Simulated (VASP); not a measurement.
A run of VASP 6.6.1 is set up as follows.

INCAR

```
PREC = Accurate ; ENCUT = 500
EDIFF = 1E-6 ; ISMEAR = 0
SIGMA = 0.1 ; LREAL = False
LASPH = True ; NELM = 120
ALGO = Normal ; ISIF = 2
LWAVE = False ; LCHARG = False
GGA = PE ; ISYM = -1
NBANDS = 10 ; GGA_COMPAT = False
```

Contents of KPOINTS:

```
explicit points
20
Reciprocal
  0.25000000   0.06250000   0.05000000 1
  0.25000000   0.06250000   0.25000000 1
  0.25000000   0.06250000   0.45000000 1
  0.25000000   0.06250000   0.65000000 1
  0.25000000   0.06250000   0.85000000 1
  0.25000000   0.31250000   0.05000000 1
  0.25000000   0.31250000   0.25000000 1
  0.25000000   0.31250000   0.45000000 1
  0.25000000   0.31250000   0.65000000 1
  0.25000000   0.31250000   0.85000000 1
  0.25000000   0.56250000   0.05000000 1
  0.25000000   0.56250000   0.25000000 1
  0.25000000   0.56250000   0.45000000 1
  0.25000000   0.56250000   0.65000000 1
  0.25000000   0.56250000   0.85000000 1
  0.25000000   0.81250000   0.05000000 1
  0.25000000   0.81250000   0.25000000 1
  0.25000000   0.81250000   0.45000000 1
  0.25000000   0.81250000   0.65000000 1
  0.25000000   0.81250000   0.85000000 1
```

POSCAR

```
Cs
1.0
   -3.1284650614      3.1284650614      3.1284650614
    3.1284650614     -3.1284650614      3.1284650614
    3.1284650614      3.1284650614     -3.1284650614
Cs
1
Direct
    0.0000000000      0.0000000000      0.0000000000
```

Potentials or basis: VASP PAW PBE potentials, release 64 (Cs_sv).

Launch:

```bash
$ cat potpaw_PBE.64/Cs_sv/POTCAR > POTCAR
$ mpirun -np 1 vasp_std > vasp.out
```

Question: Predict the band gap on the k mesh.

Answer: Zero (an odd number of electrons rules out a gap without spin polarisation).

Question: Predict the pressure.

Answer: -0.1 GPa.

Caveat: spin-orbit coupling is left out, which moves the levels of the heavy elements.
